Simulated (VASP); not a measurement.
Here is a VASP 6.6.1 calculation.

File INCAR:

```
SYSTEM = Sc2BSb3
PREC = Accurate ; ENCUT = 520
EDIFF = 1E-6 ; ISMEAR = 0
SIGMA = 0.1 ; LREAL = .FALSE.
LASPH = .TRUE. ; NELM = 80
ALGO = Normal ; ISIF = 2
LWAVE = .FALSE. ; LCHARG = .TRUE.
GGA = PE ; LELF = .TRUE.
LVHAR = .TRUE. ; NBANDS = 29
```

The input KPOINTS:

```
regular mesh
0
G
  6 6 2
  0 0 0
```

Contents of POSCAR:

```
Sc2BSb3
1.0
    3.7240367300      0.0000000000      0.0000000000
    0.0000000000      3.7240367300      0.0000000000
    0.0000000000      0.0000000000      8.3524651200
Sc B Sb
2 1 3
Direct
    0.5000000000      0.0000000000      0.7344790700
    0.0000000000      0.5000000000      0.2655209300
    0.5000000000      0.5000000000      0.0000000000
    0.5000000000      0.0000000000      0.3861632900
    0.0000000000      0.5000000000      0.6138367100
    0.0000000000      0.0000000000      0.0000000000
```

Potentials or basis: VASP PAW PBE potentials, release 64 (Sc_sv, B, Sb).

Command:

```bash
$ cat potpaw_PBE.64/Sc_sv/POTCAR potpaw_PBE.64/B/POTCAR potpaw_PBE.64/Sb/POTCAR > POTCAR
$ mpirun -np 1 vasp_std > vasp.out
```

Task: Estimate the pressure.

Result: 8.2 GPa.

Task: Estimate the largest force.

Result: 1.528 eV/Å.

Task: Predict the band gap on the k mesh.

Result: Zero (band 20 reaches 8.97 eV, above the bottom of band 21 at 6.74 eV).

Stress tensor (GPa, compression positive):
```
 6.44  0.00  0.00
 0.00  6.44  0.00
 0.00  0.00 11.85
```

Caveat: the k points lie up to 0.38 Å⁻¹ apart; spin-orbit coupling is left out, which moves the levels of the heavy elements; forces of over 1 eV/Å act on the atoms, so gaps and moduli don't describe the material at rest.
